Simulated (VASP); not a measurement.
Set up this calculation in VASP 6.6.1, as the native input.

```
Task                   : single point
Functional             : PBE
Potentials or basis    : VASP PAW PBE potentials, release 64 (Co)
Cutoff                 : 520 eV
k mesh                 : 11 × 11 × 3
Occupations            : fermi-dirac, width 0.15 eV
Spin                   : collinear spin, ferromagnetic start
Starting moments       : [2.5, 2.5, 2.5, 2.5] μB
Dipole correction      : no
Further INCAR settings : ALGO = Normal; EDIFF = 1e-06; NBANDS = 30
```

The structure of Co lies in POSCAR:

```
Co
1.0
    2.4484030816      0.0000000000      0.0000000000
   -1.2242015408      2.1203792643      0.0000000000
    0.0000000000      0.0000000000      8.0156896787
Co
4
Direct
    0.0000000000      0.0000000000      0.0000000000
    0.3333333333      0.6666666667      0.2500000000
    0.0000000000      0.0000000000      0.5000000000
    0.6666666667      0.3333333333      0.7500000000
```

One way to write it, as run:

INCAR

```
PREC = Accurate
ENCUT = 520
EDIFF = 1E-6
ISMEAR = -1
SIGMA = 0.15
LREAL = F
LASPH = T
NELM = 150
ALGO = Normal
ISIF = 2
LWAVE = F
LCHARG = T
ISPIN = 2
MAGMOM = 2.5 2.5 2.5 2.5
LORBIT = 11
LMAXMIX = 4
GGA = PE
LELF = T
LVHAR = T
NBANDS = 30
```

KPOINTS

```
Automatic mesh
0
Gamma
  11 11 3
```

Potentials or basis: VASP PAW PBE potentials, release 64 (Co).

The run is started by

```bash
$ cat potpaw_PBE.64/Co/POTCAR > POTCAR
$ mpirun -np 1 vasp_std > vasp.out
```

It gave:

```yaml
Pressure: 9.7 GPa
Net_moment: 6.20 μB per cell
Site_moments: Co +1.55, +1.57 (each value once) μB
Valence_electrons_inside_the_program's_atomic_spheres: Co 8.36
```

Caveat: the cell stands under pressure.

Run time: 94 s on 1 thread of Intel(R) Xeon(R) Platinum 8488C (Sapphire Rapids), on a shared host, peak memory 0.19 GiB.
